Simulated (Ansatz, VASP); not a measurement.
One calculation of SnO2, two programs

Contents of INCAR:

```
PREC = Accurate
ENCUT = 600
EDIFF = 1E-6
ISMEAR = 0
SIGMA = 0.02
LREAL = F
LASPH = T
NELM = 100
ALGO = Normal
ISIF = 3
LWAVE = F
LCHARG = F
GGA = PE
IBRION = 2
NSW = 100
EDIFFG = -0.01
```

File KPOINTS:

```
regular mesh
0
Gamma
  6 6 8
```

File POSCAR:

```
SnO2
1.0
    4.8254276686      0.0000000000      0.0000000000
    0.0000000000      4.8254276686      0.0000000000
    0.0000000000      0.0000000000      3.2372800157
Sn O
2 4
Direct
    0.0000000000      0.0000000000      0.0000000000
    0.5000000000      0.5000000000      0.5000000000
    0.3067491140      0.3067491140      0.0000000000
    0.1932508860      0.8067491140      0.5000000000
    0.6932508860      0.6932508860      0.0000000000
    0.8067491140      0.1932508860      0.5000000000
```

Input for Ansatz:

```yaml
crystal:
  lattice:
    - [4.8254276686, 0.0, 0.0]
    - [0.0, 4.8254276686, 0.0]
    - [0.0, 0.0, 3.2372800157]
  atoms:
    - { symbol: Sn, position: [0.0, 0.0, 0.0] }
    - { symbol: Sn, position: [0.5, 0.5, 0.5] }
    - { symbol: O, position: [0.306749114, 0.306749114, 0.0] }
    - { symbol: O, position: [0.193250886, 0.806749114, 0.5] }
    - { symbol: O, position: [0.693250886, 0.693250886, 0.0] }
    - { symbol: O, position: [0.806749114, 0.193250886, 0.5] }
basis:
  ecutwfc: 420
kpoints:
  mp_grid: { grid: [6, 6, 8] }
hamiltonian:
  xc: pbe
scf:
  occupations: { method: gaussian, width: 0.02 }
output:
  forces: true
  stress: true
  eigenvalues: true
relax:
  adjacent_minimum: "off"
  f_tol: 0.01
  max_steps: 80
  cell: { stress_tol: 0.05 }
```

Alike in both runs: task relaxation of cell and atoms; functional PBE; k mesh 6 × 6 × 8; occupations gaussian, width 0.02 eV; no spin polarisation.

|  | VASP | Ansatz |
| --- | --- | --- |
| version | VASP 6.6.1 | Ansatz 0.2.0 |
| potentials or method | VASP PAW PBE potentials, release 64 (Sn_d, O), cutoff 600 eV | scalar-relativistic, plane waves, PAW |
| valence electrons in the cell | 52 | 52 |

|  | VASP | Ansatz | Ansatz less VASP |
| --- | --- | --- | --- |
| gap on the k mesh at the Fermi level, each at its own relaxed structure (eV) | 0.64 | 0.68 | +0.040 |
| relaxed volume (Å³/atom) | 12.61 | 12.58 | -0.029 |
| relaxed length of the cell vector where the two differ most in proportion (Å) | 3.242 | 3.238 | -0.0043 |
